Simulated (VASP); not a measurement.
# ZnS (P6_3mc) in VASP: notebook

Aim: see how the results for ZnS move with the level of theory and the settings. Levels: HSE06, PBE0, PBE-based screened hybrid with 25 % exact exchange. Tasks: single point.

Everything below comes from runs of VASP 6.6.1. Logs are shortened: lines on timing, memory, paths and dates and some standing lists are left out, and cuts for length are marked.

**1. The cell of the first run**

Symmetry: P6_3mc, No. 186, hexagonal system. Conventional cell: a = 3.807 Å, b = 3.807 Å, c = 6.248 Å, α = 90.00°, β = 90.00°, γ = 120.00°. Within 3.1 Å of Zn (site symmetry 3m) lie 4 S at 2.33 to 2.34 Å. S (site symmetry 3m) has 4 Zn at 2.33 to 2.34 Å within 3.1 Å.

**2. Single point, HSE06**

POSCAR reads:

```
ZnS
1.0
    3.8068506073      0.0000000000      0.0000000000
   -1.9034253037      3.2968293343      0.0000000000
    0.0000000000      0.0000000000      6.2475893693
Zn S
2 2
Direct
    0.3333333333      0.6666666667      0.0054009072
    0.6666666667      0.3333333333      0.5054009072
    0.3333333333      0.6666666667      0.3795990928
    0.6666666667      0.3333333333      0.8795990928
```

INCAR.step1 reads:

```
PREC = Accurate
ENCUT = 520
EDIFF = 1E-5
ISMEAR = 0
SIGMA = 0.05
LREAL = False
LASPH = True
NELM = 60
ALGO = Normal
ISIF = 2
LWAVE = True
GGA = PE
NBANDS = 26
```

INCAR.step2 reads:

```
PREC = Accurate
ENCUT = 520
EDIFF = 1E-6
ISMEAR = 0
SIGMA = 0.05
LREAL = False
LASPH = True
NELM = 60
ALGO = Normal
ISIF = 2
LWAVE = False
LCHARG = True
GGA = PE
LHFCALC = True
HFSCREEN = 0.2079
PRECFOCK = Normal
LELF = True
LVHAR = True
ISTART = 1
NBANDS = 26
```

KPOINTS reads:

```
regular mesh
0
Gamma
  4 4 2
```

Potentials or basis: VASP PAW PBE potentials, release 64 (Zn, S).

The run is started by

```
$ cat potpaw_PBE.64/Zn/POTCAR potpaw_PBE.64/S/POTCAR > POTCAR
$ cp INCAR.step1 INCAR
$ mpirun -np 1 vasp_std > vasp.out
$ cp INCAR.step2 INCAR
$ mpirun -np 1 vasp_std > vasp.out
```

OUTCAR:

```text
PREC = Accurate
   ENCUT = 520
   EDIFF = 1E-6
   ISMEAR = 0
   LREAL = False
   LASPH = True
   NELM = 60
   ISIF = 2
   GGA = PE
   LHFCALC = True
   HFSCREEN = 0.2079
   PRECFOCK = Normal
   ISTART = 1

 ion  position               nearest neighbor table
   1  0.333  0.667  0.005-   4 2.33   4 2.33   4 2.33   3 2.34
   2  0.667  0.333  0.505-   3 2.33   3 2.33   3 2.33   4 2.34
   3  0.333  0.667  0.380-   2 2.33   2 2.33   2 2.33   1 2.34
   4  0.667  0.333  0.880-   1 2.33   1 2.33   1 2.33   2 2.34

  LATTYP: Found a hexagonal cell.
 ALAT       =     3.8068506073
 C/A-ratio  =     1.6411438256

  Lattice vectors:

 A1 = (   3.8068506073,   0.0000000000,   0.0000000000)
 A2 = (  -1.9034253037,   3.2968293343,   0.0000000000)
 A3 = (   0.0000000000,   0.0000000000,   6.2475893693)

Analysis of symmetry for initial positions (statically):
=====================================================================
 Subroutine PRICEL returns:
 Original cell was already a primitive cell.

 Routine SETGRP: Setting up the symmetry group for a
 hexagonal supercell.

 Subroutine GETGRP returns: Found 12 space group operations
 (whereof  6 operations were pure point group operations)
 out of a pool of 24 trial point group operations.

The static configuration has the point symmetry C_3v.
 The point group associated with its full space group is C_6v.

Analysis of symmetry for dynamics (positions and initial velocities):
=====================================================================
 Subroutine PRICEL returns:
 Original cell was already a primitive cell.

 Routine SETGRP: Setting up the symmetry group for a
 hexagonal supercell.

 Subroutine GETGRP returns: Found 12 space group operations
 (whereof  6 operations were pure point group operations)
 out of a pool of 24 trial point group operations.

The dynamic configuration has the point symmetry C_3v.
 The point group associated with its full space group is C_6v.

 Subroutine INISYM returns: Found 12 space group operations
 (whereof  6 operations are pure point group operations),
 and found     1 'primitive' translations

----------------------------------------------------------------------------------------

                                     Primitive cell

  volume of cell :      78.4106

  direct lattice vectors                    reciprocal lattice vectors
     3.806850607  0.000000000  0.000000000     0.262684330  0.151660868  0.000000000
    -1.903425304  3.296829334  0.000000000     0.000000000  0.303321737  0.000000000
     0.000000000  0.000000000  6.247589369     0.000000000  0.000000000  0.160061736

  length of vectors
     3.806850607  3.806850607  6.247589369     0.303321737  0.303321737  0.160061736

  position of ions in fractional coordinates (direct lattice)
     0.333333333  0.666666667  0.005400907
     0.666666667  0.333333333  0.505400907
     0.333333333  0.666666667  0.379599093
     0.666666667  0.333333333  0.879599093

  ion indices of the primitive-cell ions
   primitive index   ion index
                 1           1
                 2           2
                 3           3
                 4           4

----------------------------------------------------------------------------------------

 KPOINTS: regular mesh

Automatic generation of k-mesh.
 Grid dimensions read from file:
 generate k-points for:    4    4    2

 Generating k-lattice:

  Cartesian coordinates                     Fractional coordinates (reciprocal lattice)
     0.065671082  0.037915217  0.000000000     0.250000000  0.000000000  0.000000000
     0.000000000  0.075830434  0.000000000     0.000000000  0.250000000  0.000000000
     0.000000000  0.000000000  0.080030868     0.000000000  0.000000000  0.500000000

  Length of vectors
     0.075830434  0.075830434  0.080030868

  Shift w.r.t. Gamma in fractional coordinates (k-lattice)
     0.000000000  0.000000000  0.000000000

 Subroutine IBZKPT returns following result:
 ===========================================

 Found      8 irreducible k-points:

 Following reciprocal coordinates:
            Coordinates               Weight
  0.000000  0.000000  0.000000      1.000000
  0.250000 -0.000000  0.000000      6.000000
  0.500000 -0.000000  0.000000      3.000000
  0.250000  0.250000  0.000000      6.000000
  0.000000  0.000000  0.500000      1.000000
  0.250000 -0.000000  0.500000      6.000000
  0.500000 -0.000000  0.500000      3.000000
  0.250000  0.250000  0.500000      6.000000
   k-points           NKPTS =      8   k-points in BZ     NKDIM =     32   number of bands    NBANDS=     26
   number of dos      NEDOS =    301   number of ions     NIONS =      4
   total plane-waves  NPLWV =  37632
   dimension x,y,z NGX =    28 NGY =   28 NGZ =   48
   dimension x,y,z NGXF=    56 NGYF=   56 NGZF=   96
   ions per type =               2   2
   NGX,Y,Z   is equivalent  to a cutoff of  12.23, 12.23, 12.77 a.u.
   NGXF,Y,Z  is equivalent  to a cutoff of  24.46, 24.46, 25.55 a.u.
 SYSTEM =  unknown system
   PREC   = accura    normal or accurate (medium, high low for compatibility)
   ISTART =      1    job   : 0-new  1-cont  2-samecut
   ICHARG =      0    charge: 1-file 2-atom 10-const
   ISPIN  =      1    spin polarized calculation?
   LNONCOLLINEAR =      F non collinear calculations
   LSORBIT =      F    spin-orbit coupling
   LASPH  =      T    aspherical Exc in radial PAW
   ENCUT  =  520.0 eV  38.22 Ry    6.18 a.u.   7.08  7.08 11.62*2*pi/ulx,y,z
   NELM   =     60;   NELMIN=  2; NELMDL=  0     # of ELM steps
   EDIFF  = 0.1E-05   stopping-criterion for ELM
   LREAL  =      F    real-space projection
   EDIFFG = 0.1E-04   stopping-criterion for IOM
   NSW    =      0    number of steps for IOM
   IBRION =     -1    ionic relax: 0-MD 1-quasi-New 2-CG
   NFREE  =      0    steps in history (QN), initial steepest desc. (CG)
   ISIF   =      2    stress and relaxation
   ISYM   =      3    0-nonsym 1-usesym 2-fastsym
   POTIM  = 0.5000    time-step for ionic-motion
   TEBEG  =    0.0;   TEEND  =   0.0 temperature during run
   PSTRESS=    0.0 pullay stress
   NELECT =      36.0000    total number of electrons
   NUPDOWN=      -1.0000    fix difference up-down
   EMIN   =  10.00;   EMAX   =-10.00  energy-range for DOS
   EFERMI =   0.00;   METHOD = LEGACY
   ISMEAR =     0;   SIGMA  =   0.05  broadening in eV -4-tet -1-fermi 0-gaus
   EFERMI_NEDOS =   21; number of points for ismear=-14 and -15
   IALGO  =     38    algorithm
   IMIX   =      1    mixing-type and parameters
     AMIX     =   0.40;   BMIX     =  1.00
     AMIX_MAG =   1.60;   BMIX_MAG =  1.00
  volume/ion in A,a.u.               =      19.60       132.29
  Fermi-wavevector in a.u.,A,eV,Ry     =   1.262944  2.386618 21.701665  1.595027
  Thomas-Fermi vector in A             =   2.396326
   LORBIT       =      0    0 simple, 1 ext, 2 COOP (PROOUT), +10 PAW based schemes
   GGA     = PE    functional components
   LHFCALC =     T    Hartree Fock is set to
   PRECFOCK=normal    Normal, Fast or Accurate (Low or Medium for compatibility)
   ENCUT4O =  -1.0   cutoff for four orbital integrals eV
   NKREDX  =     1    reduce k-point grid by
   NKREDY  =     1    reduce k-point grid by
   NKREDZ  =     1    reduce k-point grid by
   AEXX    =    0.2500 exact exchange contribution
   HFSCREEN=    0.2079 screening length (either q_TF or 0.3 A-1)
   HFSCREENC=   0.2079 screening length for correlation (either q_TF or 0.3 A-1)
   ENCUTFOCK=  -1.0 apply spherical cutoff to Coloumb kernel
   IVDW    =     0    specifies the selected vdW correction
   LEPSILON=     F    determine dielectric tensor
   LRPA    =     F    only Hartree local field effects (RPA)
 non-spin polarized calculation
 Gauss-broadening in eV      SIGMA  =   0.05
  energy-cutoff  :      520.00
  volume of cell :       78.41
 maximum number of plane-waves:      2122
  NGX = 24; NGY = 24; NGZ = 36

 number of electron      35.9999993 magnetization

 Free energy of the ion-electron system (eV)
  ---------------------------------------------------
  ext. energy  EPLUGINS =         0.00000000
  ---------------------------------------------------
  free energy    TOTEN  =       -16.70037634 eV

  energy without entropy =      -16.70037634  energy(sigma->0) =      -16.70037634

 E-fermi :   1.7587     XC(G=0):  -7.9869

 val. band max:        1.4680847060   @ k =   0.0000   0.0000   0.0000
 cond. band min:       4.9082704599   @ k =   0.0000   0.0000   0.0000
 fundamental gap:      3.4401857539
 Fermi energy:         1.7586822861

 k-point     1 :       0.0000    0.0000    0.0000
  band No.  band energies     occupation
      1     -12.9255      2.00000
      2     -11.9223      2.00000
      3      -6.4180      2.00000
      4      -6.4036      2.00000
      5      -6.4036      2.00000
      6      -6.3250      2.00000
[... 18 lines left out ...]
     25      10.5193      0.00000
     26      12.1450      0.00000

 k-point     2 :       0.2500   -0.0000    0.0000
  band No.  band energies     occupation
      1     -12.5077      2.00000
      2     -11.7176      2.00000
      3      -6.3715      2.00000
      4      -6.3429      2.00000
      5      -6.3385      2.00000
      6      -6.2410      2.00000
[... 18 lines left out ...]
     25      11.3592      0.00000
     26      11.6792      0.00000

 k-point     3 :       0.5000   -0.0000    0.0000
  band No.  band energies     occupation
      1     -11.9338      2.00000
      2     -11.5921      2.00000
      3      -6.3467      2.00000
      4      -6.3048      2.00000
      5      -6.1575      2.00000
      6      -6.1406      2.00000
[... 18 lines left out ...]
     25      11.8119      0.00000
     26      14.4247      0.00000

 k-point     4 :       0.2500    0.2500    0.0000
  band No.  band energies     occupation
      1     -11.9529      2.00000
      2     -11.5835      2.00000
      3      -6.3555      2.00000
      4      -6.2656      2.00000
      5      -6.1771      2.00000
      6      -6.1463      2.00000
[... 18 lines left out ...]
     25      11.4247      0.00000
     26      12.4281      0.00000

 k-point     5 :       0.0000    0.0000    0.5000
  band No.  band energies     occupation
      1     -12.4634      2.00000
      2     -12.4634      2.00000
      3      -6.3708      2.00000
      4      -6.3708      2.00000
      5      -6.3708      2.00000
      6      -6.3708      2.00000
[... 18 lines left out ...]
     25       9.5880      0.00000
     26       9.5880      0.00000

 k-point     6 :       0.2500   -0.0000    0.5000
  band No.  band energies     occupation
      1     -12.1303      2.00000
      2     -12.1303      2.00000
      3      -6.3403      2.00000
      4      -6.3403      2.00000
      5      -6.2890      2.00000
      6      -6.2890      2.00000
[... 18 lines left out ...]
     25      10.9299      0.00000
     26      10.9299      0.00000

 k-point     7 :       0.5000   -0.0000    0.5000
  band No.  band energies     occupation
      1     -11.7518      2.00000
      2     -11.7518      2.00000
      3      -6.3291      2.00000
      4      -6.3291      2.00000
      5      -6.2176      2.00000
      6      -6.2176      2.00000
[... 18 lines left out ...]
     25      12.1295      0.00000
     26      12.1295      0.00000

 k-point     8 :       0.2500    0.2500    0.5000
  band No.  band energies     occupation
      1     -11.7584      2.00000
      2     -11.7584      2.00000
      3      -6.2852      2.00000
      4      -6.2852      2.00000
      5      -6.2260      2.00000
      6      -6.2260      2.00000
[... 18 lines left out ...]
     25      11.3109      0.00000
     26      11.3109      0.00000

------------------------ aborting loop because EDIFF is reached ----------------------------------------

  FORCE on cell =-STRESS in cart. coord.  units (eV):
  Direction    XX          YY          ZZ          XY          YZ          ZX
  --------------------------------------------------------------------------------------
  -------------------------------------------------------------------------------------
  Total        0.8660001      0.8660001      0.6189370     -0.0000000      0.0000000      0.0000000
  in kB       17.6951305     17.6951305     12.6468462     -0.0000000      0.0000000      0.0000000
  external PRESSURE =      16.0123691 kB  Pullay stress =       0.0000000 kB

 VOLUME and BASIS-vectors are now :
 -----------------------------------------------------------------------------
  energy-cutoff  :      520.00
  volume of cell :       78.41
      direct lattice vectors                 reciprocal lattice vectors
     3.806850607  0.000000000  0.000000000     0.262684330  0.151660868  0.000000000
    -1.903425304  3.296829334  0.000000000     0.000000000  0.303321737  0.000000000
     0.000000000  0.000000000  6.247589369     0.000000000  0.000000000  0.160061736

 POSITION                                       TOTAL-FORCE (eV/Angst)
 -----------------------------------------------------------------------------------
     -0.00000      2.19789      0.03374        -0.000000     -0.000000      0.005333
      1.90343      1.09894      3.15754        -0.000000     -0.000000      0.005333
     -0.00000      2.19789      2.37158         0.000000      0.000000     -0.005333
      1.90343      1.09894      5.49537         0.000000     -0.000000     -0.005333
 -----------------------------------------------------------------------------------
    total drift:                               -0.000000     -0.000000      0.000205

  FREE ENERGIE OF THE ION-ELECTRON SYSTEM (eV)
  ---------------------------------------------------
  free  energy   TOTEN  =       -16.7003763383 eV

  energy  without entropy=      -16.7003763383  energy(sigma->0) =      -16.70037634
```

Run time: 17 min. Hardware: 1 thread of Intel Xeon Platinum 8259CL at 2.50GHz (Skylake/Cascade Lake), shared host; peak memory 0.31 GiB.

Results:

```yaml
Free_energy: -16.7004 eV
Pressure: 1.6 GPa
Largest_force: 0.005 eV/Å
Band_gap_on_the_k_mesh: 3.44 eV
```

Forces in eV/Å, atoms in the order of the input:
```
Zn   0.000  0.000  0.005
Zn   0.000  0.000  0.005
S    0.000  0.000 -0.005
S    0.000  0.000 -0.005
```

Stress tensor (GPa, compression positive):
```
1.77 0.00 0.00
0.00 1.77 0.00
0.00 0.00 1.26
```

Caveat: the k points lie up to 0.50 Å⁻¹ apart; the PAW data sets were made with another functional, which shifts forces and pressure a little.

**3. Single point, PBE0**

POSCAR is that of step 2.

INCAR.step1 reads:

```
  ALGO = Normal
  EDIFF = 1E-5
  ENCUT = 520
  GGA = PE
  ISIF = 2
  ISMEAR = 0
  LASPH = T
  LCHARG = F
  LREAL = F
  LWAVE = T
  NBANDS = 26
  NELM = 80
  PREC = Accurate
  SIGMA = 0.05
```

INCAR.step2 reads:

```
  AEXX = 0.25
  ALGO = Normal
  EDIFF = 1E-6
  ENCUT = 520
  GGA = PE
  ISIF = 2
  ISMEAR = 0
  ISTART = 1
  LASPH = T
  LCHARG = F
  LHFCALC = T
  LREAL = F
  LWAVE = F
  NBANDS = 26
  NELM = 80
  PREC = Accurate
  PRECFOCK = Normal
  SIGMA = 0.05
```

KPOINTS reads:

```
k-points
0
Gamma
  4 4 2
```

Potentials or basis: VASP PAW PBE potentials, release 64 (Zn, S).

The run is started by

```
$ cat potpaw_PBE.64/Zn/POTCAR potpaw_PBE.64/S/POTCAR > POTCAR
$ cp INCAR.step1 INCAR
$ mpirun -np 1 vasp_std > vasp.out
$ cp INCAR.step2 INCAR
$ mpirun -np 1 vasp_std > vasp.out
```

Wall time 25 min (1 thread of AMD EPYC 7R43 (Zen 3), shared host); peak memory 0.17 GiB.

The run converged. Its results:

```
Free energy            : -17.8891 eV
Pressure               : 1.3 GPa
Largest force          : 0.006 eV/Å
Band gap on the k mesh : 4.17 eV
```

Forces in eV/Å, atoms in the order of the input:
```
Zn   0.000  0.000  0.006
Zn   0.000  0.000  0.006
S    0.000  0.000 -0.006
S    0.000  0.000 -0.006
```

Stress tensor (GPa, compression positive):
```
1.42 0.00 0.00
0.00 1.42 0.00
0.00 0.00 0.96
```

Levels at points of the mesh, in eV from the valence-band top:
| k point | band 14 | band 15 | band 16 | band 17 | band 18 | band 19 | band 20 | band 21 | band 22 | band 23 |
| --- | --- | --- | --- | --- | --- | --- | --- | --- | --- | --- |
| (0.00, 0.00, 0.00) | -0.96 | -0.96 | -0.08 | 0.00 | 0.00 | 4.17 | 5.09 | 8.35 | 8.35 | 8.63 |
| (0.50, 0.00, 0.00) | -4.46 | -3.52 | -2.40 | -1.81 | -0.95 | 5.52 | 6.29 | 6.92 | 8.93 | 9.64 |
| (0.00, 0.00, 0.50) | -3.13 | -0.50 | -0.50 | -0.50 | -0.50 | 5.58 | 5.58 | 8.82 | 8.82 | 8.82 |
| (0.50, 0.00, 0.50) | -5.35 | -1.75 | -1.75 | -1.73 | -1.73 | 5.42 | 5.42 | 7.16 | 7.16 | 10.99 |

Caveat: the k points lie up to 0.50 Å⁻¹ apart; the PAW data sets were made with another functional, which shifts forces and pressure a little.

**4. Single point, PBE-based screened hybrid with 25 % exact exchange**

POSCAR is that of step 3.

INCAR.step1 reads:

```
PREC = Accurate
ENCUT = 520
EDIFF = 1E-5
ISMEAR = 0
SIGMA = 0.05
LREAL = False
LASPH = True
NELM = 80
ALGO = Normal
ISIF = 2
LWAVE = True
NBANDS = 26
GGA = PE
```

INCAR.step2 reads:

```
PREC = Accurate
ENCUT = 520
EDIFF = 1E-7
ISMEAR = 0
SIGMA = 0.05
LREAL = False
LASPH = True
NELM = 80
ALGO = Normal
ISIF = 2
LWAVE = False
LCHARG = True
GGA = PE
LHFCALC = True
AEXX = 0.25
HFSCREEN = 0.4
PRECFOCK = Normal
LELF = True
LVHAR = True
NBANDS = 26
ISTART = 1
```

KPOINTS reads:

```
regular mesh
0
Gamma
  4 4 2
```

The run is started by

```
$ cat potpaw_PBE.64/Zn/POTCAR potpaw_PBE.64/S/POTCAR > POTCAR
$ cp INCAR.step1 INCAR
$ mpirun -np 1 vasp_std > vasp.out
$ cp INCAR.step2 INCAR
$ mpirun -np 1 vasp_std > vasp.out
```

It took 26 min on 1 thread of AMD EPYC 7R43 (Zen 3), shared host; peak memory 0.28 GiB.

It converged, with:

```yaml
Free_energy: -15.8211 eV
Pressure: 2.0 GPa
Largest_force: 0.007 eV/Å
Band_gap_on_the_k_mesh: 3.05 eV
```

Forces in eV/Å, atoms in the order of the input:
```
Zn   0.000  0.000  0.007
Zn   0.000  0.000  0.007
S    0.000  0.000 -0.007
S    0.000  0.000 -0.007
```

Stress tensor (GPa, compression positive):
```
2.16 0.00 0.00
0.00 2.16 0.00
0.00 0.00 1.68
```

Levels at points of the mesh, in eV from the valence-band top:
```
           k point  band 16  band 17  band 18  band 19  band 20  band 21
(0.00, 0.00, 0.00)    -0.08     0.00     0.00     3.05     3.94     7.16
(0.50, 0.00, 0.00)    -2.32    -1.76    -0.92     4.38     5.12     5.78
(0.00, 0.00, 0.50)    -0.49    -0.49    -0.49     4.42     4.42     7.61
(0.50, 0.00, 0.50)    -1.70    -1.68    -1.68     4.28     4.28     5.99
```

Caveat: the k points lie up to 0.50 Å⁻¹ apart; the PAW data sets were made with another functional, which shifts forces and pressure a little.

**5. The runs side by side**

```tsv
level	screening parameter	gap on the mesh (eV)	pressure (GPa)	largest force (eV/Å)
HSE06	0.2079 1/Å	3.44	1.6	0.01
PBE0	-	4.17	1.3	0.01
PBE-based screened hybrid with 25 % exact exchange	0.4 1/Å	3.05	2.0	0.01
```

Alike in all rows: task single point; potentials or basis VASP PAW PBE potentials, release 64 (Zn, S); no spin polarisation; cell as given; k mesh 4 × 4 × 2; cutoff (eV) 520; smearing gaussian 0.05 eV.

Caveats: all runs use coarse meshes; the PAW data sets were made with another functional, which shifts forces and pressure a little.

Absolute energies hang on the potentials; compare differences alone.
